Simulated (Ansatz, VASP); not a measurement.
**One calculation of ZnS, two programs**

```xyz
4
Lattice="3.8110 0.0000 0.0000 -1.9055 3.3004 0.0000 0.0000 0.0000 6.2340" Properties=species:S:1:pos:R:3 pbc="T T T"
Zn   -0.0617    2.2003    0.0000
Zn    1.9672    1.1001    3.1170
S    -0.1500    2.2003    2.4001
S     2.0555    1.1001    5.5171
```

Change from the starting cell: mode 10 (298.8 1/cm) frozen in, largest displacement +0.150 Å.

Alike in both runs: task single point; functional r2SCAN; k mesh 6 × 6 × 4; occupations gaussian, width 0.05 eV; no spin polarisation.

```csv
,VASP,Ansatz
version,VASP 6.6.1,Ansatz 0.2.0
potentials or method,"VASP PAW PBE potentials, release 64 (Zn, S), cutoff 520 eV","scalar-relativistic, plane waves, PAW"
valence electrons in the cell,36,36
```

VASP gave:

| Quantity | Value |
| --- | --- |
| gap on the k mesh at the Fermi level (eV) | 2.78 |
| least direct gap on the mesh (eV) | 2.78 |
| pressure (GPa) | 2.2 |
| traceless stress, the component that is largest in VASP (GPa) | 6.26 |
| rms of the force components (eV/Å) | 1.022 |

**Question.** Which values does Ansatz return?

**Answer.** gap on the k mesh at the Fermi level (eV): 2.77; least direct gap on the mesh (eV): 2.77; pressure (GPa): 2.1; traceless stress, the component that is largest in VASP (GPa): 6.18; rms of the force components (eV/Å): 1.016.

VASP's potentials were made for PBE, not for r2SCAN. Atom by atom the forces differ by 0.008 eV/Å (rms over components).
